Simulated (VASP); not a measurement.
# Si25C24 (a cell with a defect) in VASP: notebook

Si25C24 (a cell with a defect) is run at these levels: PBE; tasks: single point.

All numbers are computed with VASP 6.6.1; they aren't measurements. Logs are shortened: lines on timing, memory, paths and dates and some standing lists are left out, and cuts for length are marked.

**1. The cell of the first run**

The cell holds a defect, 49 atoms: a = 7.999 Å, b = 7.999 Å, c = 7.999 Å, α = 84.05°, β = 84.05°, γ = 84.05°.

**2. Single point, PBE (with an interstitial atom, then relaxed in part)**

INCAR reads:

```
SYSTEM = Si25C24
ALGO = Normal
EDIFF = 1E-6
ENCUT = 520
GGA = PE
GGA_COMPAT = .FALSE.
ISIF = 2
ISMEAR = 0
LASPH = .TRUE.
LCHARG = .FALSE.
LREAL = Auto
LWAVE = .FALSE.
NBANDS = 128
NELM = 120
PREC = Accurate
SIGMA = 0.01
```

KPOINTS reads:

```
Automatic mesh
0
Gamma
  2 2 2
  0.5 0.5 0.5
```

POSCAR reads:

```
Si25C24
1.0
    3.0919365161      5.3553911397      5.0742922929
   -6.1838730322      0.0000000000      5.0742922929
    3.0919365161     -5.3553911397      5.0742922929
Si C
25 24
Direct
    0.3343201105      0.6638707025      0.5013855437
    0.6656845303      0.9978586584      0.8292722619
    0.5025072271      0.8311891462      0.1679023009
    0.5013855437      0.3343201105      0.6638707025
    0.3577938578      0.1744137576      0.9902135712
    0.6638707025      0.5013855437      0.3343201105
    0.9978586584      0.8292722619      0.6656845303
    0.8292722619      0.6656845303      0.9978586584
    0.1744137576      0.9902135712      0.3577938578
    0.8311891462      0.1679023009      0.5025072271
    0.1679023009      0.5025072271      0.8311891462
    0.9902135712      0.3577938578      0.1744137576
    0.4999198376      0.6661277638      0.8322039706
    0.8256957816      0.9932503566      0.1595688395
    0.6661277638      0.8322039706      0.4999198376
    0.6666154833      0.3345577317      0.9970645327
    0.5018836674      0.1666685603      0.3336829609
    0.8322039706      0.4999198376      0.6661277638
    0.1595688395      0.8256957816      0.9932503566
    0.9970645327      0.6666154833      0.3345577317
    0.3345577317      0.9970645327      0.6666154833
    0.9932503566      0.1595688395      0.8256957816
    0.3336829609      0.5018836674      0.1666685603
    0.1666685603      0.3336829609      0.5018836674
    0.0911599085      0.0911599085      0.0911599085
    0.4584863185      0.7902729107      0.6244028925
    0.7831890245      0.1260807566      0.9537234853
    0.6223630199      0.9574027119      0.2924427781
    0.6244028925      0.4584863185      0.7902729107
    0.4610219783      0.2946603689      0.1266547975
    0.7902729107      0.6244028925      0.4584863185
    0.1260807566      0.9537234853      0.7831890245
    0.9537234853      0.7831890245      0.1260807566
    0.2946603689      0.1266547975      0.4610219783
    0.9574027119      0.2924427781      0.6223630199
    0.2924427781      0.6223630199      0.9574027119
    0.1266547975      0.4610219783      0.2946603689
    0.2920625793      0.4563931683      0.6257799755
    0.6225158860      0.7925143258      0.9573894998
    0.4563931683      0.6257799755      0.2920625793
    0.4612277428      0.1239207534      0.7845027909
    0.2932840137      0.9583202188      0.1260213848
    0.6257799755      0.2920625793      0.4563931683
    0.9573894998      0.6225158860      0.7925143258
    0.7845027909      0.4612277428      0.1239207534
    0.1239207534      0.7845027909      0.4612277428
    0.7925143258      0.9573894998      0.6225158860
    0.1260213848      0.2932840137      0.9583202188
    0.9583202188      0.1260213848      0.2932840137
```

Potentials or basis: VASP PAW PBE potentials, release 64 (Si, C).

The run is started by

```
cat potpaw_PBE.64/Si/POTCAR potpaw_PBE.64/C/POTCAR > POTCAR
mpirun -np 1 vasp_std > vasp.out
```

OUTCAR:

```text
SYSTEM = Si25C24
   EDIFF = 1E-6
   ENCUT = 520
   GGA = PE
   ISIF = 2
   ISMEAR = 0
   LASPH = .TRUE.
   LREAL = Auto
   NELM = 120
   PREC = Accurate

 ion  position               nearest neighbor table
   1  0.334  0.664  0.501-  40 1.89  38 1.89  46 1.89  26 1.90   9 2.96  11 3.05   4 3.06   6 3.06
                            13 3.08  24 3.08  23 3.09  21 3.10  15 3.10   3 3.10   7 3.10  20 3.13
   2  0.666  0.998  0.829-  41 1.88  27 1.88  39 1.89  47 1.89   5 2.95  22 3.04  14 3.05  10 3.06
                            15 3.07  21 3.07   8 3.08   7 3.08  13 3.08   4 3.10   3 3.11  16 3.13
   3  0.503  0.831  0.168-  40 1.88  28 1.88  39 1.89  42 1.91  14 3.00   6 3.05   8 3.06  15 3.08
                            23 3.08   1 3.10  17 3.11   9 3.11   2 3.11  13 3.12   5 3.13
   4  0.501  0.334  0.664-  38 1.89  43 1.89  41 1.89  29 1.90   5 2.96  10 3.05   1 3.06   6 3.06
                            18 3.08  17 3.08  24 3.09  16 3.10  13 3.10  11 3.10   2 3.10  21 3.13
   5  0.358  0.174  0.990-  41 1.83  30 1.83  48 2.02  42 2.03  25 2.34  16 2.91   2 2.95   4 2.96
                            17 3.08  23 3.08  21 3.11  11 3.11   3 3.13
   6  0.664  0.501  0.334-  43 1.89  40 1.89  45 1.89  31 1.90  12 2.96   3 3.05   4 3.06   1 3.06
                            15 3.08  23 3.08  17 3.09  20 3.10  18 3.10  10 3.10   8 3.10  16 3.13
   7  0.998  0.829  0.666-  46 1.88  32 1.88  47 1.89  44 1.89   9 2.95  19 3.04  22 3.05  11 3.06
                            18 3.07  20 3.07   2 3.08   8 3.08  15 3.08   1 3.10  10 3.11  21 3.13
   8  0.829  0.666  0.998-  45 1.88  33 1.88  44 1.89  39 1.89  12 2.95  14 3.04  19 3.05   3 3.06
                            13 3.07  16 3.07   2 3.08   7 3.08  18 3.08   6 3.10  11 3.11  20 3.13
   9  0.174  0.990  0.358-  46 1.83  34 1.83  42 2.02  49 2.03  25 2.34  21 2.91   7 2.95   1 2.96
[... 47 lines left out ...]
  40  0.456  0.626  0.292-   3 1.88   1 1.89   6 1.89  23 1.89
  41  0.461  0.124  0.785-   5 1.83   2 1.88  21 1.89   4 1.89
  42  0.293  0.958  0.126-  25 1.87   3 1.91   9 2.02  19 2.03   5 2.03
  43  0.626  0.292  0.456-  10 1.88   6 1.89   4 1.89  17 1.89
  44  0.957  0.623  0.793-   8 1.89  11 1.89   7 1.89  18 1.90
  45  0.785  0.461  0.124-  12 1.83   8 1.88  16 1.89   6 1.89
  46  0.124  0.785  0.461-   9 1.83   7 1.88  20 1.89   1 1.89
  47  0.793  0.957  0.623-   7 1.89  10 1.89   2 1.89  15 1.90
  48  0.126  0.293  0.958-  25 1.87  11 1.91   5 2.02  22 2.03  12 2.03
  49  0.958  0.126  0.293-  25 1.87  10 1.91  12 2.02  14 2.03   9 2.03

  LATTYP: Found a trigonal (rhomboedric) cell.
 ALAT       =     7.9992954660
 COS(alpha) =     0.1035854227

  Lattice vectors:

 A1 = (   3.0919365161,   5.3553911397,   5.0742922929)
 A2 = (  -6.1838730322,   0.0000000000,   5.0742922929)
 A3 = (   3.0919365161,  -5.3553911397,   5.0742922929)

Analysis of symmetry for initial positions (statically):
=====================================================================
 Subroutine PRICEL returns:
 Original cell was already a primitive cell.

 Routine SETGRP: Setting up the symmetry group for a
 trigonal (rhombohedral) supercell.

 Subroutine GETGRP returns: Found  3 space group operations
 (whereof  3 operations were pure point group operations)
 out of a pool of 12 trial point group operations.

The static configuration has the point symmetry C_3 .

Analysis of symmetry for dynamics (positions and initial velocities):
=====================================================================
 Subroutine PRICEL returns:
 Original cell was already a primitive cell.

 Routine SETGRP: Setting up the symmetry group for a
 trigonal (rhombohedral) supercell.

 Subroutine GETGRP returns: Found  3 space group operations
 (whereof  3 operations were pure point group operations)
 out of a pool of 12 trial point group operations.

The dynamic configuration has the point symmetry C_3 .

 Subroutine INISYM returns: Found  3 space group operations
 (whereof  3 operations are pure point group operations),
 and found     1 'primitive' translations

----------------------------------------------------------------------------------------

                                     Primitive cell

  volume of cell :     504.1369

  direct lattice vectors                    reciprocal lattice vectors
     3.091936516  5.355391140  5.074292293     0.053903651  0.093363862  0.065690606
    -6.183873032  0.000000000  5.074292293    -0.107807302  0.000000000  0.065690606
     3.091936516 -5.355391140  5.074292293     0.053903651 -0.093363862  0.065690606

  length of vectors
     7.999295466  7.999295466  7.999295466     0.126244485  0.126244485  0.126244485

  position of ions in fractional coordinates (direct lattice)
     0.334320111  0.663870702  0.501385544
     0.665684530  0.997858658  0.829272262
     0.502507227  0.831189146  0.167902301
     0.501385544  0.334320111  0.663870702
     0.357793858  0.174413758  0.990213571
[... 31 lines left out ...]
   LSORBIT =      F    spin-orbit coupling
   LASPH  =      T    aspherical Exc in radial PAW
   ENCUT  =  520.0 eV  38.22 Ry    6.18 a.u.  14.87 14.87 14.87*2*pi/ulx,y,z
   NELM   =    120;   NELMIN=  2; NELMDL= -5     # of ELM steps
   EDIFF  = 0.1E-05   stopping-criterion for ELM
   LREAL  =      T    real-space projection
   EDIFFG = 0.1E-04   stopping-criterion for IOM
   NSW    =      0    number of steps for IOM
   IBRION =     -1    ionic relax: 0-MD 1-quasi-New 2-CG
   NFREE  =      0    steps in history (QN), initial steepest desc. (CG)
   ISIF   =      2    stress and relaxation
   ISYM   =      2    0-nonsym 1-usesym 2-fastsym
   POTIM  = 0.5000    time-step for ionic-motion
   TEBEG  =    0.0;   TEEND  =   0.0 temperature during run
   PSTRESS=    0.0 pullay stress
   NELECT =     196.0000    total number of electrons
   NUPDOWN=      -1.0000    fix difference up-down
   EMIN   =  10.00;   EMAX   =-10.00  energy-range for DOS
   EFERMI =   0.00;   METHOD = LEGACY
   ISMEAR =     0;   SIGMA  =   0.01  broadening in eV -4-tet -1-fermi 0-gaus
   EFERMI_NEDOS =   21; number of points for ismear=-14 and -15
   IALGO  =     38    algorithm
   IMIX   =      4    mixing-type and parameters
     AMIX     =   0.40;   BMIX     =  1.00
     AMIX_MAG =   1.60;   BMIX_MAG =  1.00
  volume/ion in A,a.u.               =      10.29        69.43
  Fermi-wavevector in a.u.,A,eV,Ry     =   1.194843  2.257925 19.424341  1.427649
  Thomas-Fermi vector in A             =   2.330823
   LORBIT       =      0    0 simple, 1 ext, 2 COOP (PROOUT), +10 PAW based schemes
   GGA     = PE    functional components
   LHFCALC =     F    Hartree Fock is set to
   AEXX    =    0.0000 exact exchange contribution
   IVDW    =     0    specifies the selected vdW correction
   LEPSILON=     F    determine dielectric tensor
   LRPA    =     F    only Hartree local field effects (RPA)
 non-spin polarized calculation
 Gauss-broadening in eV      SIGMA  =   0.01
  energy-cutoff  :      520.00
  volume of cell :      504.14
 maximum number of plane-waves:     13583
   NGX = 29   NGY = 29   NGZ = 29

 number of electron     195.9999991 magnetization

 Free energy of the ion-electron system (eV)
  ---------------------------------------------------
  ext. energy  EPLUGINS =         0.00000000
  ---------------------------------------------------
  free energy    TOTEN  =      -356.53720300 eV

  energy without entropy =     -356.53720300  energy(sigma->0) =     -356.53720300

 E-fermi :  11.1048     XC(G=0): -11.4230

 val. band max:       11.0549612483   @ k =   0.2500   0.2500   0.2500
 cond. band min:      11.4313562203   @ k =  -0.2500   0.2500   0.2500
 fundamental gap:      0.3763949720
 Fermi energy:        11.1047590628

 k-point     1 :       0.2500    0.2500    0.2500
  band No.  band energies     occupation
      1      -7.3447      2.00000
      2      -6.2729      2.00000
      3      -5.8685      2.00000
      4      -5.7772      2.00000
      5      -5.2282      2.00000
      6      -5.0877      2.00000
[... 102 lines left out ...]
    109      13.0555      0.00000
    110      13.0971      0.00000

 k-point     2 :      -0.2500    0.2500    0.2500
  band No.  band energies     occupation
      1      -7.3032      2.00000
      2      -6.3687      2.00000
      3      -5.9312      2.00000
      4      -5.8886      2.00000
      5      -5.3405      2.00000
      6      -4.9519      2.00000
[... 102 lines left out ...]
    109      12.5042      0.00000
    110      12.5881      0.00000
 [bands above 110 left out]

------------------------ aborting loop because EDIFF is reached ----------------------------------------

  FORCE on cell =-STRESS in cart. coord.  units (eV):
  Direction    XX          YY          ZZ          XY          YZ          ZX
  --------------------------------------------------------------------------------------
  -------------------------------------------------------------------------------------
  Total       16.0097301     16.0097301     21.5631558     -0.0000000      0.0000000      0.0000000
  in kB       50.8798822     50.8798822     68.5290022     -0.0000000      0.0000000      0.0000000
  external PRESSURE =      56.7629222 kB  Pullay stress =       0.0000000 kB

 VOLUME and BASIS-vectors are now :
 -----------------------------------------------------------------------------
  energy-cutoff  :      520.00
  volume of cell :      504.14
      direct lattice vectors                 reciprocal lattice vectors
     3.091936516  5.355391140  5.074292293     0.053903651  0.093363862  0.065690606
    -6.183873032  0.000000000  5.074292293    -0.107807302  0.000000000  0.065690606
     3.091936516 -5.355391140  5.074292293     0.053903651 -0.093363862  0.065690606

 POSITION                                       TOTAL-FORCE (eV/Angst)
 -----------------------------------------------------------------------------------
     -1.52134     -0.89470      7.60929         0.007715      0.003596      0.006047
     -1.54832     -0.87608     12.64927        -0.003353      0.006322     -0.001782
     -3.06710      1.79194      7.61955         0.004325     -0.004618     -0.005194
      1.53551     -0.87017      7.60929        -0.006971      0.004884      0.006047
      3.08940     -3.38685      7.72521        -0.004334     -0.023068     -0.003924
     -0.01416      1.76487      7.60929        -0.000744     -0.008479      0.006047
[... 41 lines left out ...]
      1.53908     -4.45729      6.99048        -0.003660      0.004925     -0.011425
      3.09058      3.56153      6.99048        -0.002436     -0.005632     -0.011425
 -----------------------------------------------------------------------------------
    total drift:                                0.000000     -0.000000     -0.003157

  FREE ENERGIE OF THE ION-ELECTRON SYSTEM (eV)
  ---------------------------------------------------
  free  energy   TOTEN  =      -356.5372029983 eV

  energy  without entropy=     -356.5372029983  energy(sigma->0) =     -356.53720300
```

Wall time 2.1 min (1 thread of AMD EPYC 9R45 (Zen 5), shared host); peak memory 0.46 GiB.

Results:

```
Free energy            : -356.5372 eV
Pressure               : 5.7 GPa
Largest force          : 0.024 eV/Å
Band gap on the k mesh : zero (bands 98 and 99 overlap by 0.39 eV)
```

Forces in eV/Å, atoms in the order of the input:
```
Si   0.008  0.004  0.006
Si  -0.003  0.006 -0.002
Si   0.004 -0.005 -0.005
Si  -0.007  0.005  0.006
Si  -0.004 -0.023 -0.004
Si  -0.001 -0.008  0.006
Si   0.007  0.000 -0.002
Si  -0.004 -0.006 -0.002
Si  -0.018  0.015 -0.004
Si  -0.006 -0.001 -0.005
Si   0.002  0.006 -0.005
Si   0.022  0.008 -0.004
Si   0.000 -0.003 -0.011
Si   0.001  0.005  0.002
Si  -0.002  0.001 -0.011
Si  -0.016 -0.007  0.008
Si   0.011  0.009  0.000
Si   0.002  0.001 -0.011
Si  -0.005 -0.002  0.002
Si   0.014 -0.011  0.008
Si   0.003  0.017  0.008
Si   0.004 -0.003  0.002
Si  -0.013  0.005  0.000
Si   0.002 -0.014  0.000
Si   0.000  0.000  0.018
C   -0.003  0.003  0.008
C    0.018  0.002  0.007
C    0.004  0.012  0.000
C   -0.001 -0.004  0.008
C    0.001  0.005 -0.004
C    0.004  0.001  0.008
C   -0.008 -0.017  0.007
C   -0.011  0.015  0.007
C    0.004 -0.004 -0.004
C    0.008 -0.010  0.000
C   -0.012 -0.002  0.000
C   -0.005 -0.001 -0.004
C   -0.001  0.004 -0.002
C    0.000  0.006  0.000
C    0.004 -0.002 -0.002
C   -0.001  0.002  0.000
C    0.006  0.001 -0.011
C   -0.004 -0.003 -0.002
C   -0.005 -0.003  0.000
C   -0.002 -0.002  0.000
C    0.002 -0.001  0.000
C    0.005 -0.003  0.000
C   -0.004  0.005 -0.011
C   -0.002 -0.006 -0.011
```

Caveat: the k points lie up to 0.40 Å⁻¹ apart; the cell differs from its parent crystal (with an interstitial atom, then relaxed in part).

**3. Single point, PBE (with an interstitial atom, then relaxed in part)**

INCAR reads:

```
SYSTEM = Si25C24
PREC = Accurate ; ENCUT = 520
EDIFF = 1E-6 ; ISMEAR = 0
SIGMA = 0.01 ; LREAL = Auto
LASPH = .TRUE. ; NELM = 120
ALGO = Normal ; ISIF = 2
LWAVE = .FALSE. ; LCHARG = .FALSE.
GGA = PE ; NELECT = 194.0
NBANDS = 128 ; GGA_COMPAT = .FALSE.
```

KPOINTS is that of step 2.

POSCAR reads:

```
Si25C24
1.0
    3.0919365161      5.3553911397      5.0742922929
   -6.1838730322      0.0000000000      5.0742922929
    3.0919365161     -5.3553911397      5.0742922929
Si C
25 24
Direct
    0.3342252056      0.6644276420      0.5020846515
    0.6655122236      0.9981896115      0.8290053435
    0.5016263259      0.8312450463      0.1678391500
    0.5020846515      0.3342252056      0.6644276420
    0.3568450248      0.1748772333      0.9927140239
    0.6644276420      0.5020846515      0.3342252056
    0.9981896115      0.8290053435      0.6655122236
    0.8290053435      0.6655122236      0.9981896115
    0.1748772333      0.9927140239      0.3568450248
    0.8312450463      0.1678391500      0.5016263259
    0.1678391500      0.5016263259      0.8312450463
    0.9927140239      0.3568450248      0.1748772333
    0.4996136926      0.6659133678      0.8318703051
    0.8228938902      0.9914290156      0.1594978507
    0.6659133678      0.8318703051      0.4996136926
    0.6673777508      0.3343935409      0.9976964375
    0.5019276991      0.1667382413      0.3337357398
    0.8318703051      0.4996136926      0.6659133678
    0.1594978507      0.8228938902      0.9914290156
    0.9976964375      0.6673777508      0.3343935409
    0.3343935409      0.9976964375      0.6673777508
    0.9914290156      0.1594978507      0.8228938902
    0.3337357398      0.5019276991      0.1667382413
    0.1667382413      0.3337357398      0.5019276991
    0.0860857714      0.0860857714      0.0860857714
    0.4587600225      0.7911927004      0.6249784739
    0.7833814980      0.1259955867      0.9544515452
    0.6212448708      0.9574051618      0.2931347848
    0.6249784739      0.4587600225      0.7911927004
    0.4617364143      0.2951595216      0.1275006870
    0.7911927004      0.6249784739      0.4587600225
    0.1259955867      0.9544515452      0.7833814980
    0.9544515452      0.7833814980      0.1259955867
    0.2951595216      0.1275006870      0.4617364143
    0.9574051618      0.2931347848      0.6212448708
    0.2931347848      0.6212448708      0.9574051618
    0.1275006870      0.4617364143      0.2951595216
    0.2923070716      0.4562962317      0.6262275475
    0.6220846373      0.7928175577      0.9576560319
    0.4562962317      0.6262275475      0.2923070716
    0.4604199618      0.1248103345      0.7865490789
    0.2907224534      0.9609575580      0.1258899285
    0.6262275475      0.2923070716      0.4562962317
    0.9576560319      0.6220846373      0.7928175577
    0.7865490789      0.4604199618      0.1248103345
    0.1248103345      0.7865490789      0.4604199618
    0.7928175577      0.9576560319      0.6220846373
    0.1258899285      0.2907224534      0.9609575580
    0.9609575580      0.1258899285      0.2907224534
```

Potentials or basis: VASP PAW PBE potentials, release 64 (Si, C).

The run is started by

```
cat potpaw_PBE.64/Si/POTCAR potpaw_PBE.64/C/POTCAR > POTCAR
mpirun -np 1 vasp_std > vasp.out
```

Wall time 2.2 min (1 thread of AMD EPYC 9R45 (Zen 5), shared host); peak memory 0.46 GiB.

Results (log left out):

| Quantity | Value |
| --- | --- |
| Free energy | -378.6126 eV |
| Largest force | 0.020 eV/Å |

Forces on the atoms (eV/Å):
```
Si   0.001  0.003  0.003
Si   0.001  0.001 -0.004
Si  -0.001 -0.005 -0.008
Si  -0.004  0.000  0.003
Si  -0.001 -0.012 -0.010
Si   0.002 -0.003  0.003
Si   0.000 -0.001 -0.004
Si  -0.001  0.000 -0.004
Si  -0.010  0.007 -0.010
Si  -0.004  0.003 -0.008
Si   0.004  0.002 -0.008
Si   0.011  0.006 -0.010
Si  -0.001  0.006 -0.004
Si  -0.001 -0.001  0.002
Si   0.005 -0.002 -0.004
Si  -0.008  0.002  0.005
Si  -0.001  0.004  0.006
Si  -0.004 -0.004 -0.004
Si   0.002  0.000  0.002
Si   0.002 -0.007  0.005
Si   0.005  0.006  0.005
Si  -0.001  0.001  0.002
Si  -0.003 -0.002  0.006
Si   0.004 -0.001  0.006
Si   0.000  0.000  0.006
C   -0.004 -0.004  0.001
C    0.004 -0.001  0.009
C    0.001  0.003  0.001
C    0.006 -0.001  0.001
C    0.002  0.002  0.000
C   -0.002  0.005  0.001
C   -0.003 -0.003  0.009
C   -0.001  0.004  0.009
C    0.001 -0.003  0.000
C    0.002 -0.003  0.001
C   -0.003  0.000  0.001
C   -0.003  0.001  0.000
C   -0.002 -0.004 -0.005
C    0.001  0.003 -0.004
C   -0.002  0.003 -0.005
C    0.006  0.003 -0.002
C    0.016  0.008  0.008
C    0.004  0.000 -0.005
C   -0.003 -0.001 -0.004
C   -0.006  0.004 -0.002
C    0.000 -0.007 -0.002
C    0.002 -0.002 -0.004
C   -0.015  0.010  0.008
C   -0.001 -0.018  0.008
```

Levels at points of the mesh, in eV from the Fermi level:
```tsv
k point	band 93	band 94	band 95	band 96	band 97	band 98	band 99	band 100	band 101	band 102
(0.25, 0.25, 0.25)	-2.55	-2.51	-1.65	-1.65	-0.29	1.21	1.37	1.37	1.39	1.80
```

Caveat: the cell carries a net charge on a neutralising background, which shifts energy and pressure; the cell differs from its parent crystal (with an interstitial atom, then relaxed in part); the cell is charged against a uniform background, so pressure and absolute levels hang on convention.

The gap in the log of VASP goes by the Fermi energy; the results here count the filled bands.